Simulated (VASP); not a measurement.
# Te (C2/m) in VASP: single point with LDA

Aim: the single point of Te with LDA.

Program: VASP 6.6.1. These are calculated values, not measurements. Logs are shortened: lines on timing, memory, paths and dates and some standing lists are left out, and cuts for length are marked.

## Step 1: The cell of the first run

It takes space group C2/m (No. 12, monoclinic). Conventional cell: a = 8.214 Å, b = 4.600 Å, c = 3.959 Å, α = 90.00°, β = 91.83°, γ = 90.00°. Te (site symmetry m) has 14 Te at 2.92 to 3.96 Å within 4.0 Å. Te (site symmetry 2/m) has 14 Te at 2.92 to 3.96 Å within 4.0 Å.

## Step 2: Single point, LDA (equal xx and yy strain of -3 %)

The input, INCAR:

```
PREC = Accurate
ENCUT = 520
EDIFF = 1E-7
ISMEAR = -1
SIGMA = 0.05
LREAL = False
LASPH = True
NELM = 80
ALGO = Normal
ISIF = 2
LWAVE = False
LCHARG = False
NBANDS = 16
```

The input, KPOINTS:

```
Automatic mesh
0
Gamma
  8 8 8
```

The input, POSCAR:

```
Te
1.0
    4.1070770000     -2.3000640000      0.0000000000
    4.1070770000      2.3000640000      0.0000000000
   -0.1265365000      0.0000000000      3.9573500000
Te
3
Direct
    0.6760000000      0.6760000000      0.6750000000
    0.3240000000      0.3240000000      0.3250000000
    0.0000000000      0.0000000000      0.0000000000
```

Potentials or basis: VASP PAW LDA potentials, release 64 (Te).

On the command line:

```console
$ cat potpaw_LDA.64/Te/POTCAR > POTCAR
$ mpirun -np 1 vasp_std > vasp.out
```

OUTCAR:

```text
PREC = Accurate
   ENCUT = 520
   EDIFF = 1E-7
   ISMEAR = -1
   LREAL = False
   LASPH = True
   NELM = 80
   ISIF = 2

 ion  position               nearest neighbor table
   1  0.676  0.676  0.675-   3 2.92   2 2.97   2 2.97   3 3.03   3 3.03   2 3.17   2 3.63   2 3.63

   2  0.324  0.324  0.325-   3 2.92   1 2.97   1 2.97   3 3.03   3 3.03   1 3.17   1 3.63   1 3.63

   3  0.000  0.000  0.000-   1 2.92   2 2.92   1 3.03   1 3.03   2 3.03   2 3.03

  LATTYP: Found a base centered monoclinic cell.
 ALAT       =     8.2141540000
 B/A-ratio  =     0.5600245625
 C/A-ratio  =     0.4820182930
 COS(beta)  =    -0.0319587259

  Lattice vectors:

 A1 = (   4.1070770000,  -2.3000640000,   0.0000000000)
 A2 = (   4.1070770000,   2.3000640000,   0.0000000000)
 A3 = (  -0.1265365000,   0.0000000000,   3.9573500000)

Analysis of symmetry for initial positions (statically):
=====================================================================
 Subroutine PRICEL returns:
 Original cell was already a primitive cell.

 Routine SETGRP: Setting up the symmetry group for a
 base centered monoclinic supercell.

 Subroutine GETGRP returns: Found  4 space group operations
 (whereof  4 operations were pure point group operations)
 out of a pool of  4 trial point group operations.

The static configuration has the point symmetry C_2h.

Analysis of symmetry for dynamics (positions and initial velocities):
=====================================================================
 Subroutine PRICEL returns:
 Original cell was already a primitive cell.

 Routine SETGRP: Setting up the symmetry group for a
 base centered monoclinic supercell.

 Subroutine GETGRP returns: Found  4 space group operations
 (whereof  4 operations were pure point group operations)
 out of a pool of  4 trial point group operations.

The dynamic configuration has the point symmetry C_2h.

 Subroutine INISYM returns: Found  4 space group operations
 (whereof  4 operations are pure point group operations),
 and found     1 'primitive' translations

----------------------------------------------------------------------------------------

                                     Primitive cell

  volume of cell :      74.7665

  direct lattice vectors                    reciprocal lattice vectors
     4.107077000 -2.300064000  0.000000000     0.121741083 -0.217385255  0.003892678
     4.107077000  2.300064000  0.000000000     0.121741083  0.217385255  0.003892678
    -0.126536500  0.000000000  3.957350000     0.000000000  0.000000000  0.252694354

  length of vectors
     4.707268410  4.707268410  3.959372489     0.249183453  0.249183453  0.252694354

  position of ions in fractional coordinates (direct lattice)
     0.676000000  0.676000000  0.675000000
     0.324000000  0.324000000  0.325000000
     0.000000000  0.000000000  0.000000000

  ion indices of the primitive-cell ions
   primitive index   ion index
                 1           1
                 2           2
                 3           3

----------------------------------------------------------------------------------------

 KPOINTS: Automatic mesh

Automatic generation of k-mesh.
 Grid dimensions read from file:
 generate k-points for:    8    8    8

 Generating k-lattice:

  Cartesian coordinates                     Fractional coordinates (reciprocal lattice)
     0.015217635 -0.027173157  0.000486585     0.125000000 -0.000000000  0.000000000
     0.015217635  0.027173157  0.000486585    -0.000000000  0.125000000  0.000000000
     0.000000000  0.000000000  0.031586794     0.000000000  0.000000000  0.125000000

  Length of vectors
     0.031147932  0.031147932  0.031586794

  Shift w.r.t. Gamma in fractional coordinates (k-lattice)
     0.000000000  0.000000000  0.000000000

 Subroutine IBZKPT returns following result:
 ===========================================

 Found    150 irreducible k-points:

 Following reciprocal coordinates:
            Coordinates               Weight
  0.000000  0.000000  0.000000      1.000000
  0.125000 -0.000000  0.000000      4.000000
  0.250000 -0.000000  0.000000      4.000000
  0.375000 -0.000000  0.000000      4.000000
  0.500000 -0.000000  0.000000      2.000000
  0.125000  0.125000  0.000000      2.000000
[... 16 lines left out ...]
  0.125000 -0.000000  0.125000      4.000000
  0.250000 -0.000000  0.125000      4.000000
 [... further k-points ...]
   k-points           NKPTS =    150   k-points in BZ     NKDIM =    150   number of bands    NBANDS=     16
   number of dos      NEDOS =    301   number of ions     NIONS =      3
   total plane-waves  NPLWV =  38880
   dimension x,y,z NGX =    36 NGY =   36 NGZ =   30
   dimension x,y,z NGXF=    72 NGYF=   72 NGZF=   60
   ions per type =               3
   NGX,Y,Z   is equivalent  to a cutoff of  12.71, 12.71, 12.60 a.u.
   NGXF,Y,Z  is equivalent  to a cutoff of  25.43, 25.43, 25.19 a.u.
 SYSTEM =  unknown system
   PREC   = accura    normal or accurate (medium, high low for compatibility)
   ISTART =      0    job   : 0-new  1-cont  2-samecut
   ICHARG =      2    charge: 1-file 2-atom 10-const
   ISPIN  =      1    spin polarized calculation?
   LNONCOLLINEAR =      F non collinear calculations
   LSORBIT =      F    spin-orbit coupling
   LASPH  =      T    aspherical Exc in radial PAW
   ENCUT  =  520.0 eV  38.22 Ry    6.18 a.u.   8.75  8.75  7.36*2*pi/ulx,y,z
   NELM   =     80;   NELMIN=  2; NELMDL= -5     # of ELM steps
   EDIFF  = 0.1E-06   stopping-criterion for ELM
   LREAL  =      F    real-space projection
   EDIFFG = 0.1E-05   stopping-criterion for IOM
   NSW    =      0    number of steps for IOM
   IBRION =     -1    ionic relax: 0-MD 1-quasi-New 2-CG
   NFREE  =      0    steps in history (QN), initial steepest desc. (CG)
   ISIF   =      2    stress and relaxation
   ISYM   =      2    0-nonsym 1-usesym 2-fastsym
   POTIM  = 0.5000    time-step for ionic-motion
   TEBEG  =    0.0;   TEEND  =   0.0 temperature during run
   PSTRESS=    0.0 pullay stress
   NELECT =      18.0000    total number of electrons
   NUPDOWN=      -1.0000    fix difference up-down
   EMIN   =  10.00;   EMAX   =-10.00  energy-range for DOS
   EFERMI =   0.00;   METHOD = LEGACY
   ISMEAR =    -1;   SIGMA  =   0.05  broadening in eV -4-tet -1-fermi 0-gaus
   EFERMI_NEDOS =   21; number of points for ismear=-14 and -15
   IALGO  =     38    algorithm
   IMIX   =      4    mixing-type and parameters
     AMIX     =   0.40;   BMIX     =  1.00
     AMIX_MAG =   1.60;   BMIX_MAG =  1.00
  volume/ion in A,a.u.               =      24.92       168.18
  Fermi-wavevector in a.u.,A,eV,Ry     =   1.018427  1.924548 14.111876  1.037194
  Thomas-Fermi vector in A             =   2.151884
   LORBIT       =      0    0 simple, 1 ext, 2 COOP (PROOUT), +10 PAW based schemes
   GGA     = CA    functional components
   LHFCALC =     F    Hartree Fock is set to
   AEXX    =    0.0000 exact exchange contribution
   IVDW    =     0    specifies the selected vdW correction
   LEPSILON=     F    determine dielectric tensor
   LRPA    =     F    only Hartree local field effects (RPA)
 non-spin polarized calculation
  energy-cutoff  :      520.00
  volume of cell :       74.77
 maximum number of plane-waves:      2036
   NGX = 17   NGY = 17   NGZ = 15

 number of electron      18.0000000 magnetization

 Free energy of the ion-electron system (eV)
  ---------------------------------------------------
  ext. energy  EPLUGINS =         0.00000000
  ---------------------------------------------------
  free energy    TOTEN  =       -10.87221421 eV

  energy without entropy =      -10.85904467  energy(sigma->0) =      -10.86562944

 E-fermi :   9.9173     XC(G=0): -10.7432

 val. band max:        9.9152630580   @ k =   0.5000   0.1250   0.2500
 cond. band min:       9.9229194568   @ k =   0.3750   0.1250   0.0000
 fundamental gap:      0.0076563989
 Fermi energy:         9.9173469741

 k-point     1 :       0.0000    0.0000    0.0000
  band No.  band energies     occupation
      1      -5.5808      2.00000
      2       0.2251      2.00000
      3       0.2854      2.00000
      4       4.8666      2.00000
      5       5.1734      2.00000
      6       5.6959      2.00000
[... 8 lines left out ...]
     15      16.8605      0.00000
     16      16.9333      0.00000

 k-point     2 :       0.1250   -0.0000    0.0000
  band No.  band energies     occupation
      1      -5.4416      2.00000
      2      -0.0721      2.00000
      3       0.0842      2.00000
      4       4.2587      2.00000
      5       4.7299      2.00000
      6       6.0291      2.00000
[... 8 lines left out ...]
     15      16.4327      0.00000
     16      17.1881      0.00000

 k-point     3 :       0.2500   -0.0000    0.0000
  band No.  band energies     occupation
      1      -5.0266      2.00000
      2      -1.0345      2.00000
      3      -0.2185      2.00000
      4       3.6540      2.00000
      5       4.8294      2.00000
      6       6.4474      2.00000
[... 8 lines left out ...]
     15      15.9927      0.00000
     16      18.3504      0.00000

 k-point     4 :       0.3750   -0.0000    0.0000
  band No.  band energies     occupation
      1      -4.3463      2.00000
      2      -2.2455      2.00000
      3      -0.4390      2.00000
      4       3.2283      2.00000
      5       5.6610      2.00000
      6       6.6630      2.00000
[... 8 lines left out ...]
     15      16.0063      0.00000
     16      16.8461      0.00000

 k-point     5 :       0.5000   -0.0000    0.0000
  band No.  band energies     occupation
      1      -3.5580      2.00000
      2      -3.2370      2.00000
      3      -0.5178      2.00000
      4       3.0827      2.00000
      5       6.7313      2.00000
      6       6.8600      2.00000
[... 8 lines left out ...]
     15      15.6003      0.00000
     16      16.5822      0.00000

 k-point     6 :       0.1250    0.1250    0.0000
  band No.  band energies     occupation
      1      -5.4471      2.00000
      2      -0.1142      2.00000
      3       0.1106      2.00000
      4       4.4788      2.00000
      5       4.5300      2.00000
      6       6.2247      2.00000
[... 8 lines left out ...]
     15      16.5608      0.00000
     16      17.4709      0.00000

 k-point     7 :       0.2500    0.1250    0.0000
  band No.  band energies     occupation
      1      -5.1754      2.00000
      2      -0.5487      2.00000
      3      -0.3912      2.00000
      4       4.2930      2.00000
      5       4.3975      2.00000
      6       6.5654      2.00000
[... 8 lines left out ...]
     15      17.4136      0.00000
     16      17.5613      0.00000

 k-point     8 :       0.3750    0.1250    0.0000
  band No.  band energies     occupation
      1      -4.6324      2.00000
      2      -1.5399      2.00000
      3      -0.8397      2.00000
      4       3.9836      2.00000
      5       5.0461      2.00000
      6       6.7766      2.00000
[... 8 lines left out ...]
     15      16.6775      0.00000
     16      17.2483      0.00000

 k-point     9 :       0.5000    0.1250    0.0000
  band No.  band energies     occupation
      1      -3.8404      2.00000
      2      -2.7138      2.00000
      3      -1.0154      2.00000
      4       3.7769      2.00000
      5       6.1521      2.00000
      6       6.8657      2.00000
[... 8 lines left out ...]
     15      15.2558      0.00000
     16      17.3907      0.00000
[... 172 lines left out ...]
 k-point    19 :       0.5000    0.3750    0.0000
  band No.  band energies     occupation
      1      -3.9012      2.00000
      2      -2.7709      2.00000
      3      -0.8944      2.00000
      4       3.9259      2.00000
      5       6.1837      2.00000
      6       6.5236      2.00000
[... 8 lines left out ...]
     15      15.2464      0.00000
     16      17.3755      0.00000

 k-point    20 :      -0.3750    0.3750    0.0000
  band No.  band energies     occupation
      1      -3.3103      2.00000
      2      -2.8505      2.00000
      3      -1.9063      2.00000
      4       5.2625      2.00000
      5       6.5114      2.00000
      6       6.8378      2.00000
[... 8 lines left out ...]
     15      14.0219      0.00000
     16      18.7205      0.00000

 k-point    21 :       0.5000    0.5000    0.0000
  band No.  band energies     occupation
      1      -3.7148      2.00000
      2      -3.2041      2.00000
      3      -0.3923      2.00000
      4       3.2552      2.00000
      5       6.2961      2.00000
      6       6.8027      2.00000
[... 8 lines left out ...]
     15      15.7818      0.00000
     16      16.4100      0.00000

 k-point    22 :       0.0000    0.0000    0.1250
  band No.  band energies     occupation
      1      -5.4494      2.00000
      2      -0.5497      2.00000
      3       0.8993      2.00000
      4       4.9215      2.00000
      5       5.2574      2.00000
      6       5.8459      2.00000
[... 8 lines left out ...]
     15      15.6131      0.00000
     16      17.6590      0.00000

 k-point    23 :       0.1250   -0.0000    0.1250
  band No.  band energies     occupation
      1      -5.3062      2.00000
      2      -0.7071      2.00000
      3       0.5882      2.00000
      4       4.2105      2.00000
      5       4.5820      2.00000
      6       6.3759      2.00000
[... 8 lines left out ...]
     15      16.5053      0.00000
     16      17.0083      0.00000

 k-point    24 :       0.2500   -0.0000    0.1250
  band No.  band energies     occupation
      1      -4.8874      2.00000
      2      -1.3224      2.00000
      3       0.1083      2.00000
      4       3.6960      2.00000
      5       3.9608      2.00000
      6       7.0447      2.00000
[... 8 lines left out ...]
     15      17.0393      0.00000
     16      17.8499      0.00000

 [... further k-points ...]

------------------------ aborting loop because EDIFF is reached ----------------------------------------

  FORCE on cell =-STRESS in cart. coord.  units (eV):
  Direction    XX          YY          ZZ          XY          YZ          ZX
  --------------------------------------------------------------------------------------
  -------------------------------------------------------------------------------------
  Total        6.0222760      5.9472286      4.6876884      0.0000000      0.0000000      0.3890213
  in kB      129.0517840    127.4435884    100.4528111      0.0000000      0.0000000      8.3363643
  external PRESSURE =     118.9827278 kB  Pullay stress =       0.0000000 kB

 VOLUME and BASIS-vectors are now :
 -----------------------------------------------------------------------------
  energy-cutoff  :      520.00
  volume of cell :       74.77
      direct lattice vectors                 reciprocal lattice vectors
     4.107077000 -2.300064000  0.000000000     0.121741083 -0.217385255  0.003892678
     4.107077000  2.300064000  0.000000000     0.121741083  0.217385255  0.003892678
    -0.126536500  0.000000000  3.957350000     0.000000000  0.000000000  0.252694354

 POSITION                                       TOTAL-FORCE (eV/Angst)
 -----------------------------------------------------------------------------------
      5.46736      0.00000      2.67121        -0.623564      0.000000     -0.256046
      2.62026      0.00000      1.28614         0.623564      0.000000      0.256046
      0.00000      0.00000      0.00000         0.000000      0.000000      0.000000
 -----------------------------------------------------------------------------------
    total drift:                               -0.000000      0.000000      0.000000

  FREE ENERGIE OF THE ION-ELECTRON SYSTEM (eV)
  ---------------------------------------------------
  free  energy   TOTEN  =       -10.8722142121 eV

  energy  without entropy=      -10.8590446698  energy(sigma->0) =      -10.86562944
```

It took 1.7 min on 1 thread of Intel Xeon Platinum 8375C at 2.90GHz (Ice Lake), shared host; peak memory 0.26 GiB.

What came out:

```yaml
Free_energy: -10.8722 eV
Pressure: 11.9 GPa
Largest_force: 0.674 eV/Å
Band_gap_on_the_k_mesh: zero (bands 9 and 10 overlap by 3.98 eV)
```

Forces in eV/Å, atoms in the order of the input:
```
Te  -0.624  0.000 -0.256
Te   0.624  0.000  0.256
Te   0.000  0.000  0.000
```

Stress tensor (GPa, compression positive):
```
12.91  0.00  0.83
 0.00 12.74  0.00
 0.83  0.00 10.05
```

Caveat: the cell differs from its parent crystal (equal xx and yy strain of -3 %); the cell stands under pressure; spin-orbit coupling is left out, which moves the levels of the heavy elements.
